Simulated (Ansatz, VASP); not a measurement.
# One calculation of SiO2, two programs

The input INCAR:

```
SYSTEM = SiO2
  ALGO = Normal
  EDIFF = 1E-6
  ENCUT = 520
  GGA = PE
  ISIF = 2
  ISMEAR = -1
  LASPH = .True.
  LCHARG = .False.
  LREAL = .False.
  LWAVE = .False.
  NBANDS = 25
  NELM = 60
  PREC = Accurate
  SIGMA = 0.03
```

File KPOINTS:

```
k-points
0
Gamma
  6 6 9
  0 0 0
```

File POSCAR:

```
SiO2
1.0
    4.1520447923      0.0000000000      0.0000000000
    0.0000000000      4.1520447923      0.0000000000
    0.0000000000      0.0000000000      2.6498947625
Si O
2 4
Direct
    0.0000000000      0.0000000000      0.0000000000
    0.5000000000      0.5000000000      0.5000000000
    0.3067000000      0.3067000000      0.0000000000
    0.1933000000      0.8067000000      0.5000000000
    0.6933000000      0.6933000000      0.0000000000
    0.8067000000      0.1933000000      0.5000000000
```

Input for Ansatz:

```yaml
crystal:
  lattice:
    - [4.1520447923, 0.0, 0.0]
    - [0.0, 4.1520447923, 0.0]
    - [0.0, 0.0, 2.6498947625]
  atoms:
    - { symbol: Si, position: [0.0, 0.0, 0.0] }
    - { symbol: Si, position: [0.5, 0.5, 0.5] }
    - { symbol: O, position: [0.3067, 0.3067, 0.0] }
    - { symbol: O, position: [0.1933, 0.8067, 0.5] }
    - { symbol: O, position: [0.6933, 0.6933, 0.0] }
    - { symbol: O, position: [0.8067, 0.1933, 0.5] }
kpoints:
  mp_grid: { grid: [6, 6, 9] }
  band_path:
    path:
      - [0.0, 0.0, 0.0]
      - [0.0, 0.5, 0.0]
      - [0.5, 0.5, 0.0]
      - [0.0, 0.0, 0.0]
      - [0.0, 0.0, 0.5]
      - [0.0, 0.5, 0.5]
      - [0.5, 0.5, 0.5]
      - [0.0, 0.0, 0.5]
      - [0.0, 0.5, 0.0]
    npoints: 5
scf:
  occupations: { method: fermi_dirac, width: 0.03 }
hamiltonian:
  xc: pbe
  pseudopotentials: { kind: all_electron, lapw: { basis_error: 0.001 } }
output:
  forces: true
  stress: true
  eigenvalues: true
```

Change from the starting cell: volume scaled by 0.98.

Alike in both runs: task single point; functional PBE; k mesh 6 × 6 × 9; occupations fermi-dirac, width 0.03 eV; no spin polarisation.

|  | VASP | Ansatz |
| --- | --- | --- |
| version | VASP 6.6.1 | Ansatz 0.2.0 |
| potentials or method | VASP PAW PBE potentials, release 64 (Si, O), cutoff 520 eV | all-electron LAPW, scalar-relativistic |

|  | VASP | Ansatz | Ansatz less VASP |
| --- | --- | --- | --- |
| gap on the k mesh at the Fermi level (eV) | 5.98 | 6.01 | +0.023 |
| pressure (GPa) | 18.3 | 18.0 | -0.26 |
| traceless stress, the component that is largest in VASP (GPa) | 1.95 | 1.46 | -0.488 |
| rms of the force components (eV/Å) | 0.186 | 0.175 | -0.0110 |

Atom by atom the forces differ by 0.011 eV/Å (rms over components). Ansatz ran all-electron here, and VASP with PAW potentials.
